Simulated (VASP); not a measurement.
Write the native input for VASP 6.6.1 that does the following.

```
Task                   : relaxation of the atoms
Functional             : PBE
Potentials or basis    : VASP PAW PBE potentials, release 64 (Ta_pv, As)
Cutoff                 : 520 eV
k mesh                 : 9 × 9 × 9
Occupations            : gaussian, width 0.05 eV
Spin                   : no spin polarisation
Dipole correction      : no
Further INCAR settings : ALGO = Normal; EDIFF = 1e-06; IBRION = 2; EDIFFG = -0.003; NSW = 80
```

The structure of TaAs lies in POSCAR:

```
TaAs
1.0
   -1.7218133622      1.7218133622      5.8679415361
    1.7218133622     -1.7218133622      5.8679415361
    1.7218133622      1.7218133622     -5.8679415361
Ta As
2 2
Direct
    0.2499673000      0.7499673000      0.5000000000
    0.4999673000      0.4999673000      0.0000000000
    0.8326321200      0.3326321200      0.5000000000
    0.0826321200      0.0826321200      0.0000000000
```

One way to write it, as run:

INCAR

```
SYSTEM = TaAs
ALGO = Normal
EDIFF = 1E-6
EDIFFG = -0.003
ENCUT = 520
GGA = PE
IBRION = 2
ISIF = 2
ISMEAR = 0
LASPH = .TRUE.
LCHARG = .FALSE.
LREAL = .FALSE.
LWAVE = .FALSE.
NELM = 80
NSW = 80
PREC = Accurate
SIGMA = 0.05
```

KPOINTS

```
k-points
0
G
  9 9 9
  0 0 0
```

Potentials or basis: VASP PAW PBE potentials, release 64 (Ta_pv, As).

The run is started by

```console
$ cat potpaw_PBE.64/Ta_pv/POTCAR potpaw_PBE.64/As/POTCAR > POTCAR
$ mpirun -np 1 vasp_std > vasp.out
```

Results of the run:

The energy gained by relaxing is 0.0 meV/atom. The ionic steps are 3, the pressure after relaxing is 2.6 GPa and the band gap on the k mesh is 0.01 eV (least direct gap 0.04 eV).

Caveat: spin-orbit coupling is left out, which moves the levels of the heavy elements.

It took 4.2 min on 1 thread of Intel(R) Xeon(R) Platinum 8259CL CPU @ 2.50GHz (Skylake/Cascade Lake), on a shared host, peak memory 0.38 GiB.
